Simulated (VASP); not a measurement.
# CdSe in VASP: a series of runs, part 2 of 2

VASP 6.6.1. Earlier steps stand in the parts before.

## 3. Electric field gradients, PBE (zz strain of +2 %)

INCAR

```
PREC = Accurate ; ENCUT = 520
EDIFF = 1E-8 ; ISMEAR = -1
SIGMA = 0.03 ; LREAL = F
LASPH = T ; NELM = 100
ALGO = Normal ; ISIF = 2
LWAVE = F ; LCHARG = F
GGA = PE ; LEFG = T
NBANDS = 16
```

KPOINTS

```
regular mesh
0
Gamma
  8 8 8
```

POSCAR

```
CdSe
1.0
    0.0000000000      3.0702711986      3.1316766226
    3.0702711986      0.0000000000      3.1316766226
    3.0702711986      3.0702711986      0.0000000000
Cd Se
1 1
Direct
    0.0000000000      0.0000000000      0.0000000000
    0.2500000000      0.2500000000      0.2500000000
```

Potentials or basis: VASP PAW PBE potentials, release 64 (Cd, Se).

The run is started by

```sh
> cat potpaw_PBE.64/Cd/POTCAR potpaw_PBE.64/Se/POTCAR > POTCAR
> mpirun -np 1 vasp_std > vasp.out
```

OUTCAR:

```text
PREC = Accurate
   ENCUT = 520
   EDIFF = 1E-8
   ISMEAR = -1
   LREAL = F
   LASPH = T
   NELM = 100
   ISIF = 2
   GGA = PE

 ion  position               nearest neighbor table
   1  0.000  0.000  0.000-   2 2.68   2 2.68   2 2.68   2 2.68
   2  0.250  0.250  0.250-   1 2.68   1 2.68   1 2.68   1 2.68

  LATTYP: Found a body centered tetragonal cell.
 ALAT       =     4.3420191692
 C/A-ratio  =     1.4424978336

  Lattice vectors:

 A1 = (  -3.0702711986,   0.0000000000,   3.1316766226)
 A2 = (   3.0702711986,   0.0000000000,   3.1316766226)
 A3 = (   0.0000000000,   3.0702711986,  -3.1316766226)

Analysis of symmetry for initial positions (statically):
=====================================================================
 Subroutine PRICEL returns:
 Original cell was already a primitive cell.

 Routine SETGRP: Setting up the symmetry group for a
 body centered tetragonal supercell.

 Subroutine GETGRP returns: Found  8 space group operations
 (whereof  8 operations were pure point group operations)
 out of a pool of 16 trial point group operations.

The static configuration has the point symmetry D_2d.

Analysis of symmetry for dynamics (positions and initial velocities):
=====================================================================
 Subroutine PRICEL returns:
 Original cell was already a primitive cell.

 Routine SETGRP: Setting up the symmetry group for a
 body centered tetragonal supercell.

 Subroutine GETGRP returns: Found  8 space group operations
 (whereof  8 operations were pure point group operations)
 out of a pool of 16 trial point group operations.

The dynamic configuration has the point symmetry D_2d.

 Subroutine INISYM returns: Found  8 space group operations
[... 151 lines left out ...]

 k-point     1 :       0.0000    0.0000    0.0000
  band No.  band energies     occupation
      1     -11.7636      2.00000
      2      -7.2197      2.00000
      3      -7.2110      2.00000
      4      -7.2110      2.00000
      5      -6.8915      2.00000
      6      -6.8879      2.00000
[... 433 lines left out ...]
      3      -7.1204      2.00000
      4      -6.9300      2.00000
      5      -6.8671      2.00000
      6      -6.8073      2.00000
[... 8 lines left out ...]
     15      11.5455      0.00000
     16      12.0278      0.00000

 [... further k-points ...]
[... 5 lines left out ...]
  --------------------------------------------------------------------------------------
  -------------------------------------------------------------------------------------
  Total        0.2552643      0.2552643      0.1262613      0.0000000      0.0000000      0.0000000
  in kB        6.9269217      6.9269217      3.4262602      0.0000000      0.0000000      0.0000000
  external PRESSURE =       5.7600345 kB  Pullay stress =       0.0000000 kB

 VOLUME and BASIS-vectors are now :
 -----------------------------------------------------------------------------
  energy-cutoff  :      520.00
  volume of cell :       59.04
      direct lattice vectors                 reciprocal lattice vectors
     0.000000000  3.070271199  3.131676623    -0.162852063  0.162852063  0.159658886
     3.070271199  0.000000000  3.131676623     0.162852063 -0.162852063  0.159658886
     3.070271199  3.070271199  0.000000000     0.162852063  0.162852063 -0.159658886

 POSITION                                       TOTAL-FORCE (eV/Angst)
 -----------------------------------------------------------------------------------
      0.00000      0.00000      0.00000         0.000000      0.000000     -0.000000
      1.53514      1.53514      1.56584        -0.000000     -0.000000      0.000000
 -----------------------------------------------------------------------------------
    total drift:                                0.000001      0.000001     -0.000002

  FREE ENERGIE OF THE ION-ELECTRON SYSTEM (eV)
  ---------------------------------------------------
  free  energy   TOTEN  =        -5.4973269939 eV

  energy  without entropy=       -5.4973259713  energy(sigma->0) =       -5.49732648

 Electric field gradients (V/A^2)
---------------------------------------------------------------------
 ion       V_xx      V_yy      V_zz      V_xy      V_xz      V_yz
---------------------------------------------------------------------
   1       2.781     2.781    -5.563    -0.002    -0.001    -0.001
   2      -3.930    -3.930     7.859     0.000     0.000     0.000
---------------------------------------------------------------------

 Electric field gradients after diagonalization (V/A^2)
 (convention: |V_zz| > |V_xx| > |V_yy|)
----------------------------------------------------------------------
 ion       V_xx      V_yy      V_zz     asymmetry (V_yy - V_xx)/ V_zz
----------------------------------------------------------------------
   1       2.784     2.779    -5.563       0.001
   2      -3.930    -3.929     7.859       0.000
----------------------------------------------------------------------

           NMR quadrupolar parameters

 Cq : quadrupolar parameter    Cq=e*Q*V_zz/h
 eta: asymmetry parameters     (V_yy - V_xx)/ V_zz
 Q  : nuclear electric quadrupole moment in mb (millibarn)
----------------------------------------------------------------------
 ion       Cq(MHz)       eta       Q (mb)
----------------------------------------------------------------------
   1      -0.013       0.001       1.000
   2       0.019       0.000       1.000
----------------------------------------------------------------------
```

stdout:

```text
POSCAR found type information on POSCAR CdSe
 POSCAR found :  2 types and       2 ions
 scaLAPACK will be used
 LDA part: xc-table for (Slater+PW92), standard interpolation
 POSCAR, INCAR and KPOINTS ok, starting setup
 FFT: planning ... GRIDC
 FFT: planning ... GRID_SOFT
 FFT: planning ... GRID
 WAVECAR not read
 entering main loop
ion   1

ion   2
```

Wall time 68 s (1 thread of Intel Xeon 6975P-C (Granite Rapids), shared host); peak memory 0.22 GiB.

Results:

```
Free energy            : -5.4973 eV
Pressure               : 0.6 GPa
Band gap on the k mesh : 0.49 eV, direct
```

Electric field gradients, principal values (V/Å²):
```
atom   least  middle  greatest (by size)
1 Cd   2.779   2.784              -5.563
2 Se  -3.929  -3.930               7.859
```

Caveat: the cell differs from its parent crystal (zz strain of +2 %); without QUAD_EFG the Cq values of the log hold for a quadrupole moment of 1 mb, not for the nuclei.

## 4. Electric field gradients, PBE (zz strain of +1 %)

INCAR

```
  ALGO = Normal
  EDIFF = 1E-8
  ENCUT = 520
  GGA = PE
  ISIF = 2
  ISMEAR = -1
  LASPH = T
  LCHARG = F
  LEFG = T
  LREAL = F
  LWAVE = F
  NBANDS = 16
  NELM = 80
  PREC = Accurate
  SIGMA = 0.03
```

KPOINTS

```
k-points
0
Gamma
  8 8 8
```

POSCAR

```
CdSe
1.0
    0.0000000000      3.0702711986      3.1009739106
    3.0702711986      0.0000000000      3.1009739106
    3.0702711986      3.0702711986      0.0000000000
Cd Se
1 1
Direct
    0.0000000000      0.0000000000      0.0000000000
    0.2500000000      0.2500000000      0.2500000000
```

Potentials or basis: VASP PAW PBE potentials, release 64 (Cd, Se).

The run is started by

```sh
> cat potpaw_PBE.64/Cd/POTCAR potpaw_PBE.64/Se/POTCAR > POTCAR
> mpirun -np 1 vasp_std > vasp.out
```

OUTCAR:

```text
EDIFF = 1E-8
   ENCUT = 520
   GGA = PE
   ISIF = 2
   ISMEAR = -1
   LASPH = T
   LREAL = F
   NELM = 80
   PREC = Accurate

 ion  position               nearest neighbor table
   1  0.000  0.000  0.000-   2 2.67   2 2.67   2 2.67   2 2.67
   2  0.250  0.250  0.250-   1 2.67   1 2.67   1 2.67   1 2.67

  LATTYP: Found a body centered tetragonal cell.
 ALAT       =     4.3420191692
 C/A-ratio  =     1.4283556980

  Lattice vectors:

 A1 = (  -3.0702711986,   0.0000000000,   3.1009739106)
[... 668 lines left out ...]
  ---------------------------------------------------
  free  energy   TOTEN  =        -5.4950112282 eV

  energy  without entropy=       -5.4950105583  energy(sigma->0) =       -5.49501089

 Electric field gradients (V/A^2)
---------------------------------------------------------------------
 ion       V_xx      V_yy      V_zz      V_xy      V_xz      V_yz
---------------------------------------------------------------------
   1       1.415     1.415    -2.830    -0.002    -0.002    -0.002
   2      -1.956    -1.956     3.911     0.000     0.000     0.000
---------------------------------------------------------------------

 Electric field gradients after diagonalization (V/A^2)
 (convention: |V_zz| > |V_xx| > |V_yy|)
----------------------------------------------------------------------
 ion       V_xx      V_yy      V_zz     asymmetry (V_yy - V_xx)/ V_zz
----------------------------------------------------------------------
   1       1.417     1.412    -2.830       0.002
   2      -1.956    -1.955     3.911       0.000
----------------------------------------------------------------------

           NMR quadrupolar parameters

 Cq : quadrupolar parameter    Cq=e*Q*V_zz/h
 eta: asymmetry parameters     (V_yy - V_xx)/ V_zz
 Q  : nuclear electric quadrupole moment in mb (millibarn)
----------------------------------------------------------------------
 ion       Cq(MHz)       eta       Q (mb)
----------------------------------------------------------------------
   1      -0.007       0.002       1.000
   2       0.009       0.000       1.000
----------------------------------------------------------------------
```

stdout:

```text
POSCAR found type information on POSCAR CdSe
 POSCAR found :  2 types and       2 ions
 scaLAPACK will be used
 LDA part: xc-table for (Slater+PW92), standard interpolation
 POSCAR, INCAR and KPOINTS ok, starting setup
 FFT: planning ... GRIDC
 FFT: planning ... GRID_SOFT
 FFT: planning ... GRID
 WAVECAR not read
 entering main loop
ion   1

ion   2
```

It took 47 s on 1 thread of Intel Xeon 6975P-C (Granite Rapids), shared host; peak memory 0.2 GiB.

What came out:

```yaml
Free_energy: -5.4950 eV
Pressure: 1.1 GPa
Band_gap_on_the_k_mesh: 0.52 eV, direct
```

Electric field gradients, principal values (V/Å²):
```csv
atom,least,middle,greatest (by size)
1 Cd,1.412,1.417,-2.830
2 Se,-1.955,-1.956,3.911
```

Caveat: the cell differs from its parent crystal (zz strain of +1 %); without QUAD_EFG the Cq values of the log hold for a quadrupole moment of 1 mb, not for the nuclei.

## 5. Electric field gradients, PBE (zz strain of +1 %)

INCAR

```
SYSTEM = CdSe
PREC = Accurate ; ENCUT = 520
EDIFF = 1E-8 ; ISMEAR = -1
SIGMA = 0.03 ; LREAL = .False.
LASPH = .True. ; NELM = 60
ALGO = Normal ; ISIF = 2
LWAVE = .False. ; LCHARG = .False.
GGA = PE ; LEFG = .True.
NBANDS = 16
```

KPOINTS

```
regular mesh
0
Gamma
  8 8 8
  0 0 0
```

POSCAR is that of step 4.

Potentials or basis: VASP PAW PBE potentials, release 64 (Cd, Se).

The run is started by

```sh
> cat potpaw_PBE.64/Cd/POTCAR potpaw_PBE.64/Se/POTCAR > POTCAR
> mpirun -np 1 vasp_std > vasp.out
```

OUTCAR:

```text
SYSTEM = CdSe
   PREC = Accurate
   ENCUT = 520
   EDIFF = 1E-8
   ISMEAR = -1
   LREAL = .False.
   LASPH = .True.
   NELM = 60
   ISIF = 2
   GGA = PE

 ion  position               nearest neighbor table
   1  0.000  0.000  0.000-   2 2.67   2 2.67   2 2.67   2 2.67
   2  0.250  0.250  0.250-   1 2.67   1 2.67   1 2.67   1 2.67

  LATTYP: Found a body centered tetragonal cell.
 ALAT       =     4.3420191692
 C/A-ratio  =     1.4283556980

  Lattice vectors:

 A1 = (  -3.0702711986,   0.0000000000,   3.1009739106)
 A2 = (   3.0702711986,   0.0000000000,   3.1009739106)
 A3 = (   0.0000000000,   3.0702711986,  -3.1009739106)

Analysis of symmetry for initial positions (statically):
=====================================================================
 Subroutine PRICEL returns:
 Original cell was already a primitive cell.

 Routine SETGRP: Setting up the symmetry group for a
 body centered tetragonal supercell.

[... 645 lines left out ...]
     0.000000000  3.070271199  3.100973911    -0.162852063  0.162852063  0.161239667
     3.070271199  0.000000000  3.100973911     0.162852063 -0.162852063  0.161239667
     3.070271199  3.070271199  0.000000000     0.162852063  0.162852063 -0.161239667

 POSITION                                       TOTAL-FORCE (eV/Angst)
 -----------------------------------------------------------------------------------
      0.00000      0.00000      0.00000        -0.000000     -0.000000     -0.000000
      1.53514      1.53514      1.55049         0.000000      0.000000      0.000000
 -----------------------------------------------------------------------------------
    total drift:                               -0.000001     -0.000001     -0.000000

  FREE ENERGIE OF THE ION-ELECTRON SYSTEM (eV)
  ---------------------------------------------------
  free  energy   TOTEN  =        -5.4950112282 eV

  energy  without entropy=       -5.4950105583  energy(sigma->0) =       -5.49501089

 Electric field gradients (V/A^2)
---------------------------------------------------------------------
 ion       V_xx      V_yy      V_zz      V_xy      V_xz      V_yz
---------------------------------------------------------------------
   1       1.415     1.415    -2.830    -0.002    -0.002    -0.002
   2      -1.956    -1.956     3.911     0.000     0.000     0.000
---------------------------------------------------------------------

 Electric field gradients after diagonalization (V/A^2)
 (convention: |V_zz| > |V_xx| > |V_yy|)
----------------------------------------------------------------------
 ion       V_xx      V_yy      V_zz     asymmetry (V_yy - V_xx)/ V_zz
----------------------------------------------------------------------
   1       1.417     1.412    -2.830       0.002
   2      -1.956    -1.955     3.911       0.000
----------------------------------------------------------------------

           NMR quadrupolar parameters

 Cq : quadrupolar parameter    Cq=e*Q*V_zz/h
 eta: asymmetry parameters     (V_yy - V_xx)/ V_zz
 Q  : nuclear electric quadrupole moment in mb (millibarn)
----------------------------------------------------------------------
 ion       Cq(MHz)       eta       Q (mb)
----------------------------------------------------------------------
   1      -0.007       0.002       1.000
   2       0.009       0.000       1.000
----------------------------------------------------------------------
```

OSZICAR:

```text
N       E                     dE             d eps       ncg     rms          rms(c)
DAV:   1     0.106935434068E+03    0.10694E+03   -0.85878E+03  1920   0.990E+02
DAV:   2    -0.181586966841E+01   -0.10875E+03   -0.10313E+03  2296   0.248E+02
DAV:   3    -0.585880041006E+01   -0.40429E+01   -0.40366E+01  2248   0.493E+01
DAV:   4    -0.587609497819E+01   -0.17295E-01   -0.17294E-01  2448   0.325E+00
DAV:   5    -0.587620684703E+01   -0.11187E-03   -0.11187E-03  2320   0.227E-01    0.573E+00
DAV:   6    -0.551485534601E+01    0.36135E+00   -0.55275E-01  2792   0.862E+00    0.460E+00
DAV:   7    -0.549377413237E+01    0.21081E-01   -0.13919E-01  2264   0.247E+00    0.201E+00
DAV:   8    -0.549468704481E+01   -0.91291E-03   -0.12748E-02  2200   0.135E+00    0.243E-01
DAV:   9    -0.549489152438E+01   -0.20448E-03   -0.13813E-03  2368   0.466E-01    0.470E-02
DAV:  10    -0.549495997494E+01   -0.68451E-04   -0.15356E-04  2456   0.152E-01    0.439E-02
DAV:  11    -0.549501075703E+01   -0.50782E-04   -0.83522E-05  2384   0.575E-02    0.170E-02
DAV:  12    -0.549501050088E+01    0.25615E-06   -0.17681E-06  2208   0.153E-02    0.693E-03
DAV:  13    -0.549501115466E+01   -0.65378E-06   -0.18606E-06  2376   0.712E-03    0.306E-03
DAV:  14    -0.549501112671E+01    0.27949E-07   -0.75107E-08  2392   0.202E-03    0.188E-03
DAV:  15    -0.549501123151E+01   -0.10480E-06   -0.20572E-08  2424   0.993E-04    0.128E-04
DAV:  16    -0.549501122817E+01    0.33399E-08   -0.45143E-10  1408   0.152E-04
   1 F= -.54950112E+01 E0= -.54950109E+01  d E =-.669865E-06
```

stdout:

```text
POSCAR found type information on POSCAR CdSe
 POSCAR found :  2 types and       2 ions
 scaLAPACK will be used
 LDA part: xc-table for (Slater+PW92), standard interpolation
 POSCAR, INCAR and KPOINTS ok, starting setup
 FFT: planning ... GRIDC
 FFT: planning ... GRID_SOFT
 FFT: planning ... GRID
 WAVECAR not read
 entering main loop
ion   1

ion   2
```

Wall time 44 s (1 thread of Intel Xeon 6975P-C (Granite Rapids), shared host); peak memory 0.2 GiB.

Results:

| Quantity | Value |
| --- | --- |
| Free energy | -5.4950 eV |
| Pressure | 1.1 GPa |
| Band gap on the k mesh | 0.52 eV, direct |

Stress tensor (GPa, compression positive):
```
1.12 0.00 0.00
0.00 1.12 0.00
0.00 0.00 0.95
```

Levels at points of the mesh, in eV from the valence-band top:
```csv
k point,band 5,band 6,band 7,band 8,band 9,band 10,band 11,band 12,band 13,band 14
"(0.00, 0.00, 0.00)",-7.49,-7.49,-0.03,0.00,0.00,0.52,5.92,5.92,5.92,9.62
"(0.50, 0.00, 0.00)",-7.47,-7.22,-4.18,-0.73,-0.68,2.33,6.39,6.46,7.30,9.93
"(0.50, 0.50, 0.00)",-7.44,-7.17,-3.95,-1.71,-1.71,3.22,3.76,8.87,9.99,9.99
"(0.50, 0.00, 0.50)",-7.44,-7.16,-3.90,-1.76,-1.74,3.19,3.68,8.96,9.92,10.02
```

Electric field gradients, principal values (V/Å²):
```tsv
atom	least	middle	greatest (by size)
1 Cd	1.412	1.417	-2.830
2 Se	-1.955	-1.956	3.911
```

Caveat: the cell differs from its parent crystal (zz strain of +1 %); without QUAD_EFG the Cq values of the log hold for a quadrupole moment of 1 mb, not for the nuclei.

## 6. The runs side by side

| cell | gap on the mesh (eV) | pressure (GPa) |
| --- | --- | --- |
| a = 4.408 Å, angles 58.0°, 2 atoms | 0.52 | 1.8 |
| a = 4.386, b = 4.386, c = 4.342 Å, angles 60.3, 60.3, 59.3°, 2 atoms | 0.49 | 0.6 |
| a = 4.364, b = 4.364, c = 4.342 Å, angles 60.2, 60.2, 59.7°, 2 atoms | 0.52 | 1.1 |

Alike in all rows: task electric field gradients; level PBE; potentials or basis VASP PAW PBE potentials, release 64 (Cd, Se); no spin polarisation; k mesh 8 × 8 × 8; cutoff (eV) 520; smearing fermi-dirac 0.03 eV.

Absolute energies hang on the potentials; compare differences alone.
